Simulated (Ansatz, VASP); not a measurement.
## Ga3Se in VASP and in Ansatz

File INCAR:

```
  PREC = Accurate
  ENCUT = 600
  EDIFF = 1E-7
  ISMEAR = 0
  SIGMA = 0.1
  LREAL = F
  LASPH = T
  NELM = 80
  ALGO = Normal
  ISIF = 3
  LWAVE = F
  LCHARG = F
  GGA = PE
  IBRION = 2
  NSW = 100
  EDIFFG = -0.01
```

Contents of KPOINTS:

```
Automatic mesh
0
Gamma
  12 12 12
```

POSCAR

```
Ga3Se
1.0
    1.8788170044      1.0847355032      6.8421223344
   -1.8788170044      1.0847355032      6.8421223344
    0.0000000000     -2.1694710064      6.8421223344
Ga Se
3 1
Direct
    0.7509096907      0.7509096907      0.7509096907
    0.2490903093      0.2490903093      0.2490903093
    0.0000000000      0.0000000000      0.0000000000
    0.5000000000      0.5000000000      0.5000000000
```

Input for Ansatz:

```yaml
crystal:
  lattice:
    - [1.8788171088, 1.0847355635, 6.8421226159]
    - [-1.8788171088, 1.0847355635, 6.8421226159]
    - [0.0, -2.169471127, 6.8421226159]
  atoms:
    - { symbol: Ga, position: [0.7509096932, 0.7509096932, 0.7509096932] }
    - { symbol: Ga, position: [0.2490903068, 0.2490903068, 0.2490903068] }
    - { symbol: Ga, position: [0.0, 0.0, 0.0] }
    - { symbol: Se, position: [0.5, 0.5, 0.5] }
basis:
  ecutwfc: 420
kpoints:
  mp_grid: { grid: [12, 12, 12] }
hamiltonian:
  xc: pbe
scf:
  occupations: { method: gaussian, width: 0.1 }
output:
  forces: true
  stress: true
  eigenvalues: true
  write_density: true
  write_potential: true
  elf: true
  volumetric_format: npy
relax:
  adjacent_minimum: "off"
  f_tol: 0.01
  max_steps: 80
  cell: { stress_tol: 0.05 }
```

Alike in both runs: task relaxation of cell and atoms; functional PBE; k mesh 12 × 12 × 12; occupations gaussian, width 0.1 eV; no spin polarisation.

|  | VASP | Ansatz |
| --- | --- | --- |
| version | VASP 6.6.1 | Ansatz 0.2.0 |
| potentials or method | VASP PAW PBE potentials, release 64 (Ga_d, Se), cutoff 600 eV | scalar-relativistic, plane waves, PAW |
| valence electrons in the cell | 45 | 55 |

```csv
,VASP,Ansatz,Ansatz less VASP
"gap on the k mesh at the Fermi level, each at its own relaxed structure (eV)",none,none,-
relaxed volume (Å³/atom),20.92,20.91,-0.012
relaxed length of the cell vector where the two differ most in proportion (Å),7.273,7.266,-0.0063
```

A gap of «none» marks a metal or a gap that the smearing closes. VASP's potentials hold 45 valence electrons a cell and Ansatz's 55, so a difference there can come from the potentials and not from the codes.
